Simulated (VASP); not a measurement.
Write the native input for VASP 6.6.1 that does the following.

```yaml
Task: single point
Functional: PBE
Dispersion: D3(BJ)
Potentials_or_basis: VASP PAW PBE potentials, release 64 (S, Mo_sv, H)
Cutoff: 520 eV
k_mesh: 3 × 3 × 1
Occupations: gaussian, width 0.05 eV
Spin: no spin polarisation
Dipole_correction: yes
Further_INCAR_settings: ALGO = Normal; EDIFF = 1e-07; NBANDS = 66
```

The structure of Mo2HS4 lies in POSCAR:

```
Mo2HS4
1.0
    6.3058975141      0.0000000000      0.0000000000
   -3.1529487571      5.4610674409      0.0000000000
    0.0000000000      0.0000000000     21.2461324035
S Mo H
8 4 2
Direct
    0.6666666667      0.3333333333      0.3765391200
    0.6666666667      0.8333333333      0.3765391200
    0.1666666667      0.3333333333      0.3765391200
    0.1666666667      0.8333333333      0.3765391200
    0.6670098520      0.3334990511      0.5240621088
    0.6666890356      0.8333431640      0.5241603671
    0.1666667269      0.3334002023      0.5241613308
    0.1666940681      0.8333151689      0.5241745530
    0.3333697474      0.1666883781      0.4503673182
    0.3333381596      0.6666803261      0.4503426202
    0.8333984677      0.1666555254      0.4503248551
    0.8334123163      0.6667490379      0.4503295502
    0.3740114573      0.2017453483      0.6839348541
    0.4245994623      0.2247792835      0.6510299091
```

One way to write it, as run:

INCAR

```
PREC = Accurate
ENCUT = 520
EDIFF = 1E-7
ISMEAR = 0
SIGMA = 0.05
LREAL = False
LASPH = True
NELM = 60
ALGO = Normal
ISIF = 2
LWAVE = False
LCHARG = False
LDIPOL = True
IDIPOL = 3
DIPOL = 0.5 0.5 0.481
GGA = PE
IVDW = 12
NBANDS = 66
```

KPOINTS

```
Automatic mesh
0
Gamma
  3 3 1
```

Potentials or basis: VASP PAW PBE potentials, release 64 (S, Mo_sv, H).

Run with:

```sh
$ cat potpaw_PBE.64/S/POTCAR potpaw_PBE.64/Mo_sv/POTCAR potpaw_PBE.64/H/POTCAR > POTCAR
$ mpirun -np 1 vasp_std > vasp.out
```

It gave:

The largest force is 0.026 eV/Å, the band gap on the k mesh is 1.78 eV and the dispersion energy per atom is -0.279 eV.

It took 9.1 min on 1 thread of Intel(R) Xeon(R) Platinum 8559C (Emerald Rapids) (shared host), peak memory 0.82 GiB.
